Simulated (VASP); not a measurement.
# Zr (P6/mmm) in VASP: single point with r2SCAN

Aim: the single point of Zr with r2SCAN.

All numbers are computed with VASP 6.6.1; they aren't measurements. Logs are shortened: lines on timing, memory, paths and dates and some standing lists are left out, and cuts for length are marked.

## (1) The cell of the first run

The structure is hexagonal, space group P6/mmm (No. 191). Conventional cell: a = 5.213 Å, b = 5.213 Å, c = 2.706 Å, α = 90.00°, β = 90.00°, γ = 120.00°. Within 3.6 Å of Zr (site symmetry -6m2) lie 5 Zr at 2.71 to 3.01 Å.

## (2) Single point, r2SCAN

File POSCAR:

```
Zr
1.0
    5.2126551632      0.0000000000      0.0000000000
   -2.6063275816      4.5142917925      0.0000000000
    0.0000000000      0.0000000000      5.4128407193
Zr
4
Direct
    0.6666666667      0.3333333333     -0.0000054721
    0.3333333333      0.6666666667      0.4999945279
    0.6666666667      0.3333333333      0.5000054721
    0.3333333333      0.6666666667      1.0000054721
```

File INCAR.step1:

```
  PREC = Accurate
  ENCUT = 520
  ISMEAR = 0
  SIGMA = 0.1
  LREAL = F
  LASPH = T
  NELM = 80
  NBANDS = 32
  GGA = PE
  ALGO = Normal
  EDIFF = 1E-4
  LWAVE = T
  LCHARG = F
```

File INCAR.step2:

```
  PREC = Accurate
  ENCUT = 520
  EDIFF = 1E-6
  ISMEAR = 0
  SIGMA = 0.1
  LREAL = F
  LASPH = T
  NELM = 80
  ALGO = Normal
  ISIF = 2
  LWAVE = F
  LCHARG = F
  METAGGA = R2SCAN
  LMIXTAU = T
  NBANDS = 32
  ISTART = 1
```

File KPOINTS:

```
Automatic mesh
0
Gamma
  12 12 6
```

Potentials or basis: VASP PAW PBE potentials, release 64 (Zr_sv).

Run with:

```
> cat potpaw_PBE.64/Zr_sv/POTCAR > POTCAR
> cp INCAR.step1 INCAR
> mpirun -np 1 vasp_std > vasp.out
> cp INCAR.step2 INCAR
> mpirun -np 1 vasp_std > vasp.out
```

OUTCAR:

```text
PREC = Accurate
   ENCUT = 520
   EDIFF = 1E-6
   ISMEAR = 0
   LREAL = F
   LASPH = T
   NELM = 80
   ISIF = 2
   METAGGA = R2SCAN
   ISTART = 1

 ion  position               nearest neighbor table
   1  0.667  0.333  1.000-   3 2.71   3 2.71   4 3.01   4 3.01   4 3.01
   2  0.333  0.667  0.500-   4 2.71   4 2.71   3 3.01   3 3.01   3 3.01
   3  0.667  0.333  0.500-   1 2.71   1 2.71   2 3.01   2 3.01   2 3.01
   4  0.333  0.667  0.000-   2 2.71   2 2.71   1 3.01   1 3.01   1 3.01

  LATTYP: Found a hexagonal cell.
 ALAT       =     5.2126551632
 C/A-ratio  =     1.0384037597

  Lattice vectors:

 A1 = (   5.2126551632,   0.0000000000,   0.0000000000)
 A2 = (  -2.6063275816,   4.5142917925,   0.0000000000)
 A3 = (   0.0000000000,   0.0000000000,   5.4128407193)

Analysis of symmetry for initial positions (statically):
=====================================================================
 Subroutine PRICEL returns:
 Original cell was already a primitive cell.

 Routine SETGRP: Setting up the symmetry group for a
 hexagonal supercell.

 Subroutine GETGRP returns: Found 24 space group operations
 (whereof 12 operations were pure point group operations)
 out of a pool of 24 trial point group operations.

The static configuration has the point symmetry D_3d.
 The point group associated with its full space group is D_6h.

Analysis of symmetry for dynamics (positions and initial velocities):
=====================================================================
 Subroutine PRICEL returns:
 Original cell was already a primitive cell.

 Routine SETGRP: Setting up the symmetry group for a
 hexagonal supercell.

 Subroutine GETGRP returns: Found 24 space group operations
 (whereof 12 operations were pure point group operations)
 out of a pool of 24 trial point group operations.

The dynamic configuration has the point symmetry D_3d.
 The point group associated with its full space group is D_6h.

 Subroutine INISYM returns: Found 24 space group operations
 (whereof 12 operations are pure point group operations),
 and found     1 'primitive' translations

----------------------------------------------------------------------------------------

                                     Primitive cell

  volume of cell :     127.3720

[... 84 lines left out ...]
   ISTART =      1    job   : 0-new  1-cont  2-samecut
   ICHARG =      0    charge: 1-file 2-atom 10-const
   ISPIN  =      1    spin polarized calculation?
   LNONCOLLINEAR =      F non collinear calculations
   LSORBIT =      F    spin-orbit coupling
   LASPH  =      T    aspherical Exc in radial PAW
   ENCUT  =  520.0 eV  38.22 Ry    6.18 a.u.   9.69  9.69 10.06*2*pi/ulx,y,z
   NELM   =     80;   NELMIN=  2; NELMDL=  0     # of ELM steps
   EDIFF  = 0.1E-05   stopping-criterion for ELM
   LREAL  =      F    real-space projection
   EDIFFG = 0.1E-04   stopping-criterion for IOM
   NSW    =      0    number of steps for IOM
   IBRION =     -1    ionic relax: 0-MD 1-quasi-New 2-CG
   NFREE  =      0    steps in history (QN), initial steepest desc. (CG)
   ISIF   =      2    stress and relaxation
   ISYM   =      2    0-nonsym 1-usesym 2-fastsym
   POTIM  = 0.5000    time-step for ionic-motion
   TEBEG  =    0.0;   TEEND  =   0.0 temperature during run
   PSTRESS=    0.0 pullay stress
   NELECT =      48.0000    total number of electrons
   NUPDOWN=      -1.0000    fix difference up-down
   EMIN   =  10.00;   EMAX   =-10.00  energy-range for DOS
   EFERMI =   0.00;   METHOD = LEGACY
   ISMEAR =     0;   SIGMA  =   0.10  broadening in eV -4-tet -1-fermi 0-gaus
   EFERMI_NEDOS =   21; number of points for ismear=-14 and -15
   IALGO  =     38    algorithm
   IMIX   =      4    mixing-type and parameters
     AMIX     =   0.40;   BMIX     =  1.00
     AMIX_MAG =   1.60;   BMIX_MAG =  1.00
  volume/ion in A,a.u.               =      31.84       214.89
  Fermi-wavevector in a.u.,A,eV,Ry     =   1.182489  2.234581 19.024773  1.398281
  Thomas-Fermi vector in A             =   2.318743
   LORBIT       =      0    0 simple, 1 ext, 2 COOP (PROOUT), +10 PAW based schemes
   METAGGA = R2SCAN    functional components
   LHFCALC =     F    Hartree Fock is set to
   AEXX    =    0.0000 exact exchange contribution
   IVDW    =     0    specifies the selected vdW correction
   LEPSILON=     F    determine dielectric tensor
   LRPA    =     F    only Hartree local field effects (RPA)
 non-spin polarized calculation
 Gauss-broadening in eV      SIGMA  =   0.10
  energy-cutoff  :      520.00
  volume of cell :      127.37
 maximum number of plane-waves:      3464
 NGX is ok and might be reduce to    40
   NGX = 19   NGY = 19   NGZ = 21

 number of electron      47.9999998 magnetization

 Free energy of the ion-electron system (eV)
  ---------------------------------------------------
  ext. energy  EPLUGINS =         0.00000000
  ---------------------------------------------------
  free energy    TOTEN  =       -84.47626269 eV

  energy without entropy =      -84.44691085  energy(sigma->0) =      -84.46158677

 E-fermi :   5.3040     XC(G=0):  -9.9583

 val. band max:        5.3031007828   @ k =   0.3333   0.0833   0.1667
 cond. band min:       5.3101858979   @ k =   0.1667   0.1667   0.3333
 fundamental gap:      0.0070851151
 Fermi energy:         5.3040408748

 k-point     1 :       0.0000    0.0000    0.0000
  band No.  band energies     occupation
      1     -45.1648      2.00000
      2     -45.0044      2.00000
      3     -44.8459      2.00000
      4     -44.6958      2.00000
      5     -23.4849      2.00000
      6     -23.2710      2.00000
[... 829 lines left out ...]
     31       8.4473      0.00000
     32       8.7240      0.00000

 [... further k-points ...]
[... 5 lines left out ...]
  --------------------------------------------------------------------------------------
  -------------------------------------------------------------------------------------
  Total        0.0116274      0.0116274      0.0760964      0.0000000      0.0000000      0.0000000
  in kB        0.1462585      0.1462585      0.9571959      0.0000000      0.0000000      0.0000000
  external PRESSURE =       0.4165709 kB  Pullay stress =       0.0000000 kB

 VOLUME and BASIS-vectors are now :
 -----------------------------------------------------------------------------
  energy-cutoff  :      520.00
  volume of cell :      127.37
      direct lattice vectors                 reciprocal lattice vectors
     5.212655163  0.000000000  0.000000000     0.191840812  0.110759345  0.000000000
    -2.606327582  4.514291792  0.000000000     0.000000000  0.221518689  0.000000000
     0.000000000  0.000000000  5.412840719     0.000000000  0.000000000  0.184745876

 POSITION                                       TOTAL-FORCE (eV/Angst)
 -----------------------------------------------------------------------------------
      2.60633      1.50476      5.41281         0.000000     -0.000000      0.000658
     -0.00000      3.00953      2.70639        -0.000000      0.000000      0.000658
      2.60633      1.50476      2.70645         0.000000     -0.000000     -0.000658
     -0.00000      3.00953      0.00003         0.000000      0.000000     -0.000658
 -----------------------------------------------------------------------------------
    total drift:                                0.000000      0.000000     -0.000000

  FREE ENERGIE OF THE ION-ELECTRON SYSTEM (eV)
  ---------------------------------------------------
  free  energy   TOTEN  =       -84.4762626854 eV

  energy  without entropy=      -84.4469108502  energy(sigma->0) =      -84.46158677
```

Run time: 9.5 min. Hardware: 1 thread of Intel Xeon Platinum 8488C (Sapphire Rapids), shared host; peak memory 0.4 GiB.

Results:

```
Free energy            : -84.4763 eV
Pressure               : 0.0 GPa
Band gap on the k mesh : zero (band 24 reaches 5.97 eV, above the bottom of band 25 at 4.92 eV)
```

Caveat: the PAW data sets were made with another functional, which shifts forces and pressure a little.
